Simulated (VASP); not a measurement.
Here is a VASP 6.6.1 calculation.

The input INCAR:

```
SYSTEM = Ge
PREC = Accurate ; ENCUT = 520
EDIFF = 1E-6 ; ISMEAR = 0
SIGMA = 0.2 ; LREAL = .FALSE.
LASPH = .TRUE. ; NELM = 100
ALGO = Normal ; ISIF = 2
LWAVE = .FALSE. ; LCHARG = .TRUE.
GGA = PE ; LELF = .TRUE.
LVHAR = .TRUE. ; NBANDS = 66
```

The input KPOINTS:

```
Automatic mesh
0
G
  6 4 4
  0 0 0
```

File POSCAR:

```
Ge
1.0
    0.0000000000      0.0000000000      4.0688432000
   -6.8217862000      0.0000000000      0.0000000000
    3.4108931000     -7.0673263000      0.0000000000
Ge
8
Direct
    0.0000000000      0.5161310000      0.6645940000
    0.0000000000      0.4838690000      0.3354060000
    0.0000000000      0.1484630000      0.6645940000
    0.0000000000      0.8515370000      0.3354060000
    0.5000000000      0.2733650000      0.1777940000
    0.5000000000      0.7266350000      0.8222060000
    0.5000000000      0.9044290000      0.1777940000
    0.5000000000      0.0955710000      0.8222060000
```

Potentials or basis: VASP PAW PBE potentials, release 64 (Ge_d).

Command:

```sh
$ cat potpaw_PBE.64/Ge_d/POTCAR > POTCAR
$ mpirun -np 1 vasp_std > vasp.out
```

Question: Estimate the pressure.

Answer: 0.1 GPa.

Question: Estimate the band gap on the k mesh.

Answer: 0.02 eV.

Question: Estimate the largest force.

Answer: 0.009 eV/Å.

Stress tensor (GPa, compression positive):
```
-0.01  0.00  0.00
 0.00  0.03  0.00
 0.00  0.00  0.31
```

Caveat: the smearing spreads over this small gap. A k mesh can miss the band edges.
